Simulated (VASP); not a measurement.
ZnS, 2 atoms in the cell. Symmetry: I-4m2, No. 119, tetragonal system. The conventional cell has a = 4.038 Å, b = 4.038 Å, c = 4.854 Å, α = 90.00°, β = 90.00°, γ = 90.00°. Within 3.1 Å of Zn (site symmetry -4m2) lie 4 S at 2.36 Å. S (site symmetry -4m2) has 4 Zn at 2.36 Å within 3.1 Å.  This cell differs from its parent crystal: ratio of the length along z to the lengths across it x 0.85, volume and fractional coordinates fixed.

| Item | Value |
| --- | --- |
| Program | VASP 6.6.1 |
| Task | single point |
| Functional | PBE |
| Potentials or basis | VASP PAW PBE potentials, release 64 (Zn, S) |
| Cutoff | 520 eV |
| k mesh | 10 × 10 × 10 |
| Occupations | gaussian, width 0.05 eV |
| Spin | no spin polarisation |
| Dipole correction | no |
| Further INCAR settings | ALGO = Normal; EDIFF = 1e-06; NBANDS = 16 |

Potentials or basis: VASP PAW PBE potentials, release 64 (Zn, S).

The run is started by

```bash
$ cat potpaw_PBE.64/Zn/POTCAR potpaw_PBE.64/S/POTCAR > POTCAR
$ mpirun -np 1 vasp_std > vasp.out
```

Hardware: 1 thread of Intel(R) Xeon(R) 6975P-C (Granite Rapids) (shared host).

**Question.** Estimate the wall time of this run.

**Answer.** It took 25 s on 1 thread of Intel(R) Xeon(R) 6975P-C (Granite Rapids), on a shared host, peak memory 0.19 GiB. Counts: scf iterations 12, k points 102.
